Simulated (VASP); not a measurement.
Write the native input for VASP 6.6.1 that does the following.

```
Task                   : single point
Functional             : PBE
Potentials or basis    : VASP PAW PBE potentials, release 64 (Pd)
Cutoff                 : 520 eV
k mesh                 : 49 × 49 × 49
Occupations            : fermi-dirac, width 0.0612256 eV
Spin                   : no spin polarisation
Dipole correction      : no
Further INCAR settings : ALGO = Normal; EDIFF = 1e-06; NBANDS = 11
```

The structure of Pd lies in POSCAR:

```
Pd
1.0
   -1.5475217560      1.5475217560      1.5475217560
    1.5475217560     -1.5475217560      1.5475217560
    1.5475217560      1.5475217560     -1.5475217560
Pd
1
Direct
    0.0000000000      0.0000000000      0.0000000000
```

This isn't the form of Pd at room conditions, which is fcc.

The input as run:

INCAR

```
SYSTEM = Pd
ALGO = Normal ; EDIFF = 1E-6
ENCUT = 520 ; GGA = PE
ISIF = 2 ; ISMEAR = -1
LASPH = .TRUE. ; LCHARG = .FALSE.
LREAL = .FALSE. ; LWAVE = .FALSE.
NBANDS = 11 ; NELM = 100
PREC = Accurate ; SIGMA = 0.06122561905347299
```

KPOINTS

```
k-points
0
G
  49 49 49
  0 0 0
```

Potentials or basis: VASP PAW PBE potentials, release 64 (Pd).

Command:

```sh
$ cat potpaw_PBE.64/Pd/POTCAR > POTCAR
$ mpirun -np 1 vasp_std > vasp.out
```

Results of the run:

The pressure is 7.2 GPa. The band gap on the k mesh is zero (bands 5 and 6 overlap by 1.67 eV).

Caveat: the cell stands under pressure.

It took 2.3 min on 1 thread of Intel(R) Xeon(R) 6975P-C (Granite Rapids), with other jobs on the host, peak memory 0.56 GiB.
